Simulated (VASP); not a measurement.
Runs of VASP 6.6.1 on ZrS. The structure is that of space group Fm-3m (No. 225), or close to it. The cells are those of the table. 

| cell | gap on the mesh (eV) | pressure (GPa) |
| --- | --- | --- |
| a = 3.687 Å, angles 60.0°, 2 atoms | none | (a) |
| a = 3.785 Å, angles 60.0°, 2 atoms | none | -12.3 |
| a = 3.737 Å, angles 60.0°, 2 atoms | none | -8.5 |
| a = 3.637 Å, angles 60.0°, 2 atoms | none | 2.3 |

Alike in all rows: task single point; level PBEsol; potentials or basis VASP PAW PBE potentials, release 64 (Zr_sv, S); no spin polarisation; k mesh 9 × 9 × 9; cutoff (eV) 520; smearing fermi-dirac 0.05 eV.

**Question.** Fill in the values left out.

**Answer.** (a) -3.7.

Caveats: the PAW data sets were made with another functional, which shifts forces and pressure a little.

A k mesh can miss the band edges, and the runs leave out spin-orbit coupling on Zr.

A gap of «none» marks levels without a gap at the run's occupations.
